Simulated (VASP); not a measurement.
Write the native input for VASP 6.6.1 that does the following.

* Task: relaxation of cell and atoms
* Functional: PBE
* Potentials or basis: VASP PAW PBE potentials, release 64 (Cd, Te, O)
* Cutoff: 600 eV
* k mesh: 6 × 6 × 6
* Occupations: gaussian, width 0.1 eV
* Spin: no spin polarisation
* Dipole correction: no
* Further INCAR settings: ALGO = Normal; EDIFF = 1e-06; IBRION = 2; EDIFFG = -0.01; NSW = 100; ISIF = 3

The structure of Cd3TeO2 lies in POSCAR:

```
Cd3TeO2
1.0
    6.1299428461      0.0000000000      0.0000000000
    0.0000000000      6.1299428461      0.0000000000
    0.0000000000      0.0000000000      6.1299428461
Cd Te O
6 2 4
Direct
    0.0000000000      0.5000000000      0.5000000000
    0.5000000000      0.0000000000      0.5000000000
    0.5000000000      0.5000000000      0.0000000000
    0.0000000000      0.5000000000      0.0000000000
    0.5000000000      0.0000000000      0.0000000000
    0.0000000000      0.0000000000      0.5000000000
    0.0000000000      0.0000000000      0.0000000000
    0.5000000000      0.5000000000      0.5000000000
    0.2500000000      0.2500000000      0.2500000000
    0.7500000000      0.7500000000      0.2500000000
    0.7500000000      0.2500000000      0.7500000000
    0.2500000000      0.7500000000      0.7500000000
```

The cell was generated, and may not be a known phase.

These files were run (other wordings do the same):

INCAR

```
SYSTEM = Cd3TeO2
PREC     = Accurate       ! precision mode
ENCUT    = 600            ! plane-wave cutoff, eV
EDIFF    = 1E-6           ! SCF threshold, eV
ISMEAR   = 0              ! smearing method
SIGMA    = 0.1            ! smearing width, eV
LREAL    = .False.        ! projectors in reciprocal space
LASPH    = .True.         ! aspherical terms in the spheres
NELM     = 80             ! most SCF steps
ALGO     = Normal         ! electronic algorithm
ISIF     = 3              ! what is computed and relaxed
LWAVE    = .False.        ! write WAVECAR
LCHARG   = .False.        ! write CHGCAR
GGA      = PE             ! functional
IBRION   = 2              ! ionic algorithm
NSW      = 100            ! ionic steps
EDIFFG   = -0.01          ! ionic threshold
```

KPOINTS

```
Automatic mesh
0
Gamma
  6 6 6
  0 0 0
```

Potentials or basis: VASP PAW PBE potentials, release 64 (Cd, Te, O).

The run is started by

```bash
$ cat potpaw_PBE.64/Cd/POTCAR potpaw_PBE.64/Te/POTCAR potpaw_PBE.64/O/POTCAR > POTCAR
$ mpirun -np 1 vasp_std > vasp.out
```

Results of the run:

```json
{"Relaxed volume": "19.26 Å³/atom", "Relaxed cell": "a = 6.137 Å, b = 6.137 Å, c = 6.137 Å, α = 90.00°, β = 90.00°, γ = 90.00°", "Space group after relaxing (to 0.1 Å)": "Pn-3m (No. 224)", "Energy gained by relaxing": "0.0 meV/atom", "Ionic steps": "2", "Pressure after relaxing": "0.0 GPa", "Band gap on the k mesh": "zero (bands 54 and 55 overlap by 0.42 eV)"}
```

Caveat: semilocal functionals underestimate gaps, and a narrow one can read as zero; spin-orbit coupling is left out, which moves the levels of the heavy elements.

Run time: 10 min on 1 thread of Intel Xeon 8259CL, with other jobs on the host, peak memory 0.53 GiB.
